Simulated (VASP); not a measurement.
# Rb3Sr (P6_3/mmc) in VASP: single point with PBE

Aim: the single point of Rb3Sr with PBE.

All numbers are computed with VASP 6.6.1; they aren't measurements. Logs are shortened: lines on timing, memory, paths and dates and some standing lists are left out, and cuts for length are marked.

**1. The cell of the first run**

It takes space group P6_3/mmc (No. 194, hexagonal). The conventional cell has a = 8.968 Å, b = 8.968 Å, c = 7.198 Å, α = 90.00°, β = 90.00°, γ = 120.00°. Within 5.8 Å of Rb (site symmetry mm2) lie 4 Sr at 4.43 to 4.48 Å and 8 Rb at 4.44 to 4.49 Å. Sr (site symmetry -6m2) has 12 Rb at 4.43 to 4.48 Å within 5.8 Å.

**2. Single point, PBE**

INCAR

```
SYSTEM = Rb3Sr
  PREC = Accurate
  ENCUT = 520
  EDIFF = 1E-7
  ISMEAR = 0
  SIGMA = 0.1
  LREAL = .FALSE.
  LASPH = .TRUE.
  NELM = 80
  ALGO = Fast
  ISIF = 2
  LWAVE = .FALSE.
  LCHARG = .TRUE.
  GGA = PE
  LELF = .TRUE.
  LVHAR = .TRUE.
  NBANDS = 47
```

KPOINTS

```
regular mesh
0
G
  3 3 4
  0 0 0
```

POSCAR

```
Rb3Sr
1.0
    8.9678256732      0.0000000000      0.0000000000
   -4.4839128366      7.7663648497      0.0000000000
    0.0000000000      0.0000000000      7.1980637693
Rb Sr
6 2
Direct
    0.8330000000      0.6660000000      0.2500000000
    0.1670000000      0.8330000000      0.7500000000
    0.3340000000      0.1670000000      0.2500000000
    0.1670000000      0.3340000000      0.7500000000
    0.8330000000      0.1670000000      0.2500000000
    0.6660000000      0.8330000000      0.7500000000
    0.3333333333      0.6666666667      0.2500000000
    0.6666666667      0.3333333333      0.7500000000
```

Potentials or basis: VASP PAW PBE potentials, release 64 (Rb_sv, Sr_sv).

On the command line:

```
> cat potpaw_PBE.64/Rb_sv/POTCAR potpaw_PBE.64/Sr_sv/POTCAR > POTCAR
> mpirun -np 1 vasp_std > vasp.out
```

OUTCAR:

```text
SYSTEM = Rb3Sr
   PREC = Accurate
   ENCUT = 520
   EDIFF = 1E-7
   ISMEAR = 0
   LREAL = .FALSE.
   LASPH = .TRUE.
   NELM = 80
   ISIF = 2
   GGA = PE

 ion  position               nearest neighbor table
   1  0.833  0.666  0.250-   8 4.43   8 4.43   2 4.44   2 4.44   6 4.44   6 4.44   5 4.47   3 4.47
                             7 4.48   7 4.48   5 4.49   3 4.49
   2  0.167  0.833  0.750-   7 4.43   7 4.43   3 4.44   3 4.44   1 4.44   1 4.44   4 4.47   6 4.47
                             8 4.48   8 4.48   4 4.49   6 4.49
   3  0.334  0.167  0.250-   8 4.43   8 4.43   2 4.44   2 4.44   4 4.44   4 4.44   1 4.47   5 4.47
                             7 4.48   7 4.48   1 4.49   5 4.49
   4  0.167  0.334  0.750-   7 4.43   7 4.43   3 4.44   3 4.44   5 4.44   5 4.44   2 4.47   6 4.47
                             8 4.48   8 4.48   2 4.49   6 4.49
   5  0.833  0.167  0.250-   8 4.43   8 4.43   6 4.44   6 4.44   4 4.44   4 4.44   1 4.47   3 4.47
                             7 4.48   7 4.48   1 4.49   3 4.49
   6  0.666  0.833  0.750-   7 4.43   7 4.43   5 4.44   5 4.44   1 4.44   1 4.44   4 4.47   2 4.47
                             8 4.48   8 4.48   4 4.49   2 4.49
   7  0.333  0.667  0.250-   2 4.43   2 4.43   4 4.43   4 4.43   6 4.43   6 4.43   3 4.48   1 4.48
                             5 4.48   5 4.48   3 4.48   1 4.48
   8  0.667  0.333  0.750-   5 4.43   5 4.43   1 4.43   1 4.43   3 4.43   3 4.43   6 4.48   4 4.48
                             2 4.48   2 4.48   6 4.48   4 4.48

  LATTYP: Found a hexagonal cell.
 ALAT       =     8.9678256732
 C/A-ratio  =     0.8026542923

  Lattice vectors:

 A1 = (   8.9678256732,   0.0000000000,   0.0000000000)
 A2 = (  -4.4839128366,   7.7663648497,   0.0000000000)
 A3 = (   0.0000000000,   0.0000000000,   7.1980637693)

Analysis of symmetry for initial positions (statically):
=====================================================================
 Subroutine PRICEL returns:
 Original cell was already a primitive cell.

 Routine SETGRP: Setting up the symmetry group for a
 hexagonal supercell.

 Subroutine GETGRP returns: Found 24 space group operations
 (whereof 12 operations were pure point group operations)
 out of a pool of 24 trial point group operations.

The static configuration has the point symmetry D_3d.
 The point group associated with its full space group is D_6h.

Analysis of symmetry for dynamics (positions and initial velocities):
=====================================================================
 Subroutine PRICEL returns:
 Original cell was already a primitive cell.

 Routine SETGRP: Setting up the symmetry group for a
 hexagonal supercell.

 Subroutine GETGRP returns: Found 24 space group operations
 (whereof 12 operations were pure point group operations)
 out of a pool of 24 trial point group operations.

The dynamic configuration has the point symmetry D_3d.
 The point group associated with its full space group is D_6h.

 Subroutine INISYM returns: Found 24 space group operations
 (whereof 12 operations are pure point group operations),
 and found     1 'primitive' translations

----------------------------------------------------------------------------------------

                                     Primitive cell

  volume of cell :     501.3265

  direct lattice vectors                    reciprocal lattice vectors
     8.967825673  0.000000000  0.000000000     0.111509750  0.064380184  0.000000000
    -4.483912837  7.766364850  0.000000000     0.000000000  0.128760369  0.000000000
     0.000000000  0.000000000  7.198063769     0.000000000  0.000000000  0.138926249

  length of vectors
     8.967825673  8.967825673  7.198063769     0.128760369  0.128760369  0.138926249

  position of ions in fractional coordinates (direct lattice)
     0.833000000  0.666000000  0.250000000
     0.167000000  0.833000000  0.750000000
     0.334000000  0.167000000  0.250000000
     0.167000000  0.334000000  0.750000000
     0.833000000  0.167000000  0.250000000
     0.666000000  0.833000000  0.750000000
     0.333333333  0.666666667  0.250000000
     0.666666667  0.333333333  0.750000000

  ion indices of the primitive-cell ions
   primitive index   ion index
                 1           1
                 2           2
                 3           3
                 4           4
                 5           5
                 6           6
                 7           7
                 8           8

----------------------------------------------------------------------------------------

 KPOINTS: regular mesh

Automatic generation of k-mesh.
 Grid dimensions read from file:
 generate k-points for:    3    3    4

 Generating k-lattice:

  Cartesian coordinates                     Fractional coordinates (reciprocal lattice)
     0.037169917  0.021460061  0.000000000     0.333333333  0.000000000  0.000000000
     0.000000000  0.042920123  0.000000000     0.000000000  0.333333333  0.000000000
     0.000000000  0.000000000  0.034731562     0.000000000  0.000000000  0.250000000

  Length of vectors
     0.042920123  0.042920123  0.034731562

  Shift w.r.t. Gamma in fractional coordinates (k-lattice)
     0.000000000  0.000000000  0.000000000

 Subroutine IBZKPT returns following result:
 ===========================================

 Found      9 irreducible k-points:

 Following reciprocal coordinates:
            Coordinates               Weight
  0.000000  0.000000  0.000000      1.000000
  0.333333 -0.000000  0.000000      6.000000
  0.333333  0.333333  0.000000      2.000000
  0.000000  0.000000  0.250000      2.000000
  0.333333 -0.000000  0.250000     12.000000
  0.333333  0.333333  0.250000      4.000000
  0.000000  0.000000  0.500000      1.000000
  0.333333 -0.000000  0.500000      6.000000
  0.333333  0.333333  0.500000      2.000000
   k-points           NKPTS =      9   k-points in BZ     NKDIM =      9   number of bands    NBANDS=     47
   number of dos      NEDOS =    301   number of ions     NIONS =      8
   total plane-waves  NPLWV = 264600
   dimension x,y,z NGX =    70 NGY =   70 NGZ =   54
   dimension x,y,z NGXF=   140 NGYF=  140 NGZF=  108
   ions per type =               6   2
   NGX,Y,Z   is equivalent  to a cutoff of  12.98, 12.98, 12.47 a.u.
   NGXF,Y,Z  is equivalent  to a cutoff of  25.95, 25.95, 24.94 a.u.
 SYSTEM =  Rb3Sr
   PREC   = accura    normal or accurate (medium, high low for compatibility)
   ISTART =      0    job   : 0-new  1-cont  2-samecut
   ICHARG =      2    charge: 1-file 2-atom 10-const
   ISPIN  =      1    spin polarized calculation?
   LNONCOLLINEAR =      F non collinear calculations
   LSORBIT =      F    spin-orbit coupling
   LASPH  =      T    aspherical Exc in radial PAW
   ENCUT  =  520.0 eV  38.22 Ry    6.18 a.u.  16.67 16.67 13.38*2*pi/ulx,y,z
   NELM   =     80;   NELMIN=  2; NELMDL= -5     # of ELM steps
   EDIFF  = 0.1E-06   stopping-criterion for ELM
   LREAL  =      F    real-space projection
   EDIFFG = 0.1E-05   stopping-criterion for IOM
   NSW    =      0    number of steps for IOM
   IBRION =     -1    ionic relax: 0-MD 1-quasi-New 2-CG
   NFREE  =      0    steps in history (QN), initial steepest desc. (CG)
   ISIF   =      2    stress and relaxation
   ISYM   =      2    0-nonsym 1-usesym 2-fastsym
   POTIM  = 0.5000    time-step for ionic-motion
   TEBEG  =    0.0;   TEEND  =   0.0 temperature during run
   PSTRESS=    0.0 pullay stress
   NELECT =      74.0000    total number of electrons
   NUPDOWN=      -1.0000    fix difference up-down
   EMIN   =  10.00;   EMAX   =-10.00  energy-range for DOS
   EFERMI =   0.00;   METHOD = LEGACY
   ISMEAR =     0;   SIGMA  =   0.10  broadening in eV -4-tet -1-fermi 0-gaus
   EFERMI_NEDOS =   21; number of points for ismear=-14 and -15
   IALGO  =     68    algorithm
   IMIX   =      4    mixing-type and parameters
     AMIX     =   0.40;   BMIX     =  1.00
     AMIX_MAG =   1.60;   BMIX_MAG =  1.00
  volume/ion in A,a.u.               =      62.67       422.89
  Fermi-wavevector in a.u.,A,eV,Ry     =   0.865191  1.634973 10.184709  0.748555
  Thomas-Fermi vector in A             =   1.983398
   LORBIT       =      0    0 simple, 1 ext, 2 COOP (PROOUT), +10 PAW based schemes
   GGA     = PE    functional components
   LHFCALC =     F    Hartree Fock is set to
   AEXX    =    0.0000 exact exchange contribution
   IVDW    =     0    specifies the selected vdW correction
   LEPSILON=     F    determine dielectric tensor
   LRPA    =     F    only Hartree local field effects (RPA)
 non-spin polarized calculation
 RMM-DIIS sequential band-by-band and
 Gauss-broadening in eV      SIGMA  =   0.10
  energy-cutoff  :      520.00
  volume of cell :      501.33
 maximum number of plane-waves:     13551
 NGX is ok and might be reduce to    70
   NGX = 33   NGY = 33   NGZ = 27

 number of electron      74.0000001 magnetization

 Free energy of the ion-electron system (eV)
  ---------------------------------------------------
  ext. energy  EPLUGINS =         0.00000000
  ---------------------------------------------------
  free energy    TOTEN  =        -7.31805362 eV

  energy without entropy =       -7.24909552  energy(sigma->0) =       -7.28357457

 E-fermi :   0.9979     XC(G=0):  -6.5901

 val. band max:        0.9046368192   @ k =   0.0000   0.0000   0.0000
 cond. band min:       0.9996968263   @ k =   0.0000   0.0000   0.5000
 fundamental gap:      0.0950600071
 Fermi energy:         0.9978905074

 k-point     1 :       0.0000    0.0000    0.0000
  band No.  band energies     occupation
      1     -36.4132      2.00000
      2     -36.4132      2.00000
      3     -27.5113      2.00000
      4     -27.4971      2.00000
      5     -27.4971      2.00000
      6     -27.4956      2.00000
[... 39 lines left out ...]
     46       1.9875      0.00000
     47       2.2821      0.00000

 k-point     2 :       0.3333   -0.0000    0.0000
  band No.  band energies     occupation
      1     -36.4132      2.00000
      2     -36.4132      2.00000
      3     -27.5085      2.00000
      4     -27.5002      2.00000
      5     -27.4971      2.00000
      6     -27.4944      2.00000
[... 39 lines left out ...]
     46       2.1766      0.00000
     47       2.2843      0.00000

 k-point     3 :       0.3333    0.3333    0.0000
  band No.  band energies     occupation
      1     -36.4132      2.00000
      2     -36.4132      2.00000
      3     -27.5061      2.00000
      4     -27.5005      2.00000
      5     -27.5005      2.00000
      6     -27.4912      2.00000
[... 39 lines left out ...]
     46       2.3291      0.00000
     47       2.4516      0.00000

 k-point     4 :       0.0000    0.0000    0.2500
  band No.  band energies     occupation
      1     -36.4132      2.00000
      2     -36.4132      2.00000
      3     -27.5090      2.00000
      4     -27.4979      2.00000
      5     -27.4960      2.00000
      6     -27.4960      2.00000
[... 39 lines left out ...]
     46       2.0779      0.00000
     47       2.4342      0.00000

 k-point     5 :       0.3333   -0.0000    0.2500
  band No.  band energies     occupation
      1     -36.4132      2.00000
      2     -36.4132      2.00000
      3     -27.5063      2.00000
      4     -27.4992      2.00000
      5     -27.4960      2.00000
      6     -27.4959      2.00000
[... 39 lines left out ...]
     46       2.2452      0.00000
     47       2.2879      0.00000

 k-point     6 :       0.3333    0.3333    0.2500
  band No.  band energies     occupation
      1     -36.4132      2.00000
      2     -36.4132      2.00000
      3     -27.5038      2.00000
      4     -27.4996      2.00000
      5     -27.4996      2.00000
      6     -27.4928      2.00000
[... 39 lines left out ...]
     46       2.3610      0.00000
     47       2.3829      0.00000

 k-point     7 :       0.0000    0.0000    0.5000
  band No.  band energies     occupation
      1     -36.4132      2.00000
      2     -36.4132      2.00000
      3     -27.5035      2.00000
      4     -27.5035      2.00000
      5     -27.4933      2.00000
      6     -27.4933      2.00000
[... 39 lines left out ...]
     46       2.0938      0.00000
     47       2.6586      0.00000

 k-point     8 :       0.3333   -0.0000    0.5000
  band No.  band energies     occupation
      1     -36.4132      2.00000
      2     -36.4132      2.00000
      3     -27.5013      2.00000
      4     -27.5013      2.00000
      5     -27.4954      2.00000
      6     -27.4954      2.00000
[... 39 lines left out ...]
     46       2.3206      0.00000
     47       2.5471      0.00000

 k-point     9 :       0.3333    0.3333    0.5000
  band No.  band energies     occupation
      1     -36.4132      2.00000
      2     -36.4132      2.00000
      3     -27.4984      2.00000
      4     -27.4984      2.00000
      5     -27.4983      2.00000
      6     -27.4983      2.00000
[... 39 lines left out ...]
     46       2.4545      0.00000
     47       2.4559      0.00000

------------------------ aborting loop because EDIFF is reached ----------------------------------------

  FORCE on cell =-STRESS in cart. coord.  units (eV):
  Direction    XX          YY          ZZ          XY          YZ          ZX
  --------------------------------------------------------------------------------------
  -------------------------------------------------------------------------------------
  Total        4.7286202      4.7286202      4.8275120      0.0000000      0.0000000      0.0000000
  in kB       15.1120848     15.1120848     15.4281307      0.0000000      0.0000000      0.0000000
  external PRESSURE =      15.2174334 kB  Pullay stress =       0.0000000 kB

 VOLUME and BASIS-vectors are now :
 -----------------------------------------------------------------------------
  energy-cutoff  :      520.00
  volume of cell :      501.33
      direct lattice vectors                 reciprocal lattice vectors
     8.967825673  0.000000000  0.000000000     0.111509750  0.064380184  0.000000000
    -4.483912837  7.766364850  0.000000000     0.000000000  0.128760369  0.000000000
     0.000000000  0.000000000  7.198063769     0.000000000  0.000000000  0.138926249

 POSITION                                       TOTAL-FORCE (eV/Angst)
 -----------------------------------------------------------------------------------
      4.48391      5.17240      1.79952         0.000000     -0.034013      0.000000
     -2.23747      6.46938      5.39855         0.029456     -0.017007      0.000000
      2.24644      1.29698      1.79952         0.029456      0.017007      0.000000
      0.00000      2.59397      5.39855         0.000000      0.034013      0.000000
      6.72139      1.29698      1.79952        -0.029456      0.017007      0.000000
      2.23747      6.46938      5.39855        -0.029456     -0.017007      0.000000
     -0.00000      5.17758      1.79952         0.000000      0.000000      0.000000
      4.48391      2.58879      5.39855         0.000000      0.000000      0.000000
 -----------------------------------------------------------------------------------
    total drift:                                0.000000     -0.000000      0.000000

  FREE ENERGIE OF THE ION-ELECTRON SYSTEM (eV)
  ---------------------------------------------------
  free  energy   TOTEN  =        -7.3180536242 eV

  energy  without entropy=       -7.2490955226  energy(sigma->0) =       -7.28357457
```

It took 15 min on 1 thread of Intel Xeon Platinum 8375C at 2.90GHz (Ice Lake), shared host; peak memory 0.68 GiB.

What came out:

```yaml
Free_energy: -7.3181 eV
Pressure: 1.5 GPa
Largest_force: 0.034 eV/Å
Band_gap_on_the_k_mesh: zero (band 37 reaches 1.46 eV, above the bottom of band 38 at 0.36 eV)
```

Forces on the atoms (eV/Å):
```
Rb   0.000 -0.034  0.000
Rb   0.029 -0.017  0.000
Rb   0.029  0.017  0.000
Rb   0.000  0.034  0.000
Rb  -0.029  0.017  0.000
Rb  -0.029 -0.017  0.000
Sr   0.000  0.000  0.000
Sr   0.000  0.000  0.000
```
